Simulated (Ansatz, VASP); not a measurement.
Two plane-wave programs on NiO2

File INCAR:

```
SYSTEM = NiO2
PREC = Accurate ; ENCUT = 520
EDIFF = 1E-6 ; ISMEAR = 0
SIGMA = 0.05 ; LREAL = .False.
LASPH = .True. ; NELM = 100
ALGO = Normal ; ISIF = 2
LWAVE = .False. ; LCHARG = .True.
GGA = PS ; LELF = .True.
LVHAR = .True. ; NBANDS = 18
```

File KPOINTS:

```
Automatic mesh
0
Gamma
  12 12 6
  0 0 0
```

File POSCAR:

```
NiO2
1.0
    2.7478231521      0.0000000000      0.0000000000
   -1.3739115761      2.3796846548      0.0000000000
    0.0000000000      0.0000000000      5.1043562873
Ni O
1 2
Direct
    0.0000000000      0.0000000000      0.5000000000
    0.6666666667      0.3333333333      0.7253664501
    0.3333333333      0.6666666667      0.2746335499
```

Input for Ansatz:

```yaml
crystal:
  lattice:
    - [2.7478231521, 0.0, 0.0]
    - [-1.3739115761, 2.3796846548, 0.0]
    - [0.0, 0.0, 5.1043562873]
  atoms:
    - { symbol: Ni, position: [0.0, 0.0, 0.5] }
    - { symbol: O, position: [0.6666666667, 0.3333333333, 0.7253664501] }
    - { symbol: O, position: [0.3333333333, 0.6666666667, 0.2746335499] }
basis:
  ecutwfc: 520.0
kpoints:
  mp_grid: { grid: [12, 12, 6] }
hamiltonian:
  xc: pbesol
scf:
  occupations: { method: gaussian, width: 0.05 }
output:
  forces: true
  stress: true
  eigenvalues: true
```

Alike in both runs: task single point; functional PBEsol; k mesh 12 × 12 × 6; occupations gaussian, width 0.05 eV; no spin polarisation.

|  | VASP | Ansatz |
| --- | --- | --- |
| version | VASP 6.6.1 | Ansatz 0.2.0 |
| potentials or method | VASP PAW PBE potentials, release 64 (Ni, O), cutoff 520 eV | scalar-relativistic, plane waves, PAW |
| valence electrons in the cell | 22 | 30 |

|  | VASP | Ansatz | Ansatz less VASP |
| --- | --- | --- | --- |
| gap on the k mesh at the Fermi level (eV) | 0.86 | 0.88 | +0.024 |
| least direct gap on the mesh (eV) | 0.91 | 0.93 | +0.017 |
| pressure (GPa) | -18.9 | -19.3 | -0.36 |
| traceless stress, the component that is largest in VASP (GPa) | -14.89 | -15.07 | -0.181 |
| rms of the force components (eV/Å) | 1.428 | 1.468 | +0.0404 |

VASP's potentials were made for PBE, not for PBEsol. Atom by atom the forces differ by 0.040 eV/Å (rms over components). With one functional, cell and mesh, what is left measures potentials, basis and numerics. VASP's potentials hold 22 valence electrons a cell and Ansatz's 30, so a difference there can come from the potentials and not from the codes.
